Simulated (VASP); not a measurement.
Rb: single point with PBE

Rb:

```
Rb
1.0
    -3.14979    3.14979    2.22690
     3.14979   -3.14979    2.22690
     3.14979    3.14979   -2.22690
Rb
1
Direct
  0.00000 0.00000 0.00000
```

This cell differs from its parent crystal: ratio of the length along z to the lengths across it x 0.707, volume and fractional coordinates fixed.

```json
{
  "Program": "VASP 6.6.1",
  "Task": "single point",
  "Functional": "PBE",
  "Potentials or basis": "VASP PAW PBE potentials, release 64 (Rb_sv)",
  "Cutoff": "520 eV",
  "k mesh": "14 × 14 × 14",
  "Occupations": "gaussian, width 0.15 eV",
  "Spin": "no spin polarisation",
  "Dipole correction": "no",
  "Further INCAR settings": "ALGO = Fast; EDIFF = 1e-06; NBANDS = 10"
}
```

```
Pressure : 0.2 GPa
```

Stress tensor (GPa, compression positive):
```
-0.10  0.00  0.00
 0.00 -0.10  0.00
 0.00  0.00  0.78
```

Levels at points of the mesh, in eV from the Fermi level:
```csv
k point,band 2,band 3,band 4,band 5,band 6,band 7
"(0.00, 0.00, 0.00)",-12.98,-12.98,-12.95,-2.02,2.62,3.37
"(0.50, 0.00, 0.00)",-13.14,-13.00,-13.00,0.54,1.28,2.13
"(0.50, 0.50, 0.00)",-13.08,-12.98,-12.97,-0.21,0.33,3.40
"(0.50, 0.50, 0.50)",-13.06,-13.06,-12.98,0.84,1.34,2.27
```

Run time: 77 s on 1 thread of Intel(R) Xeon(R) 6975P-C (Granite Rapids), with other jobs on the host, peak memory 0.38 GiB.
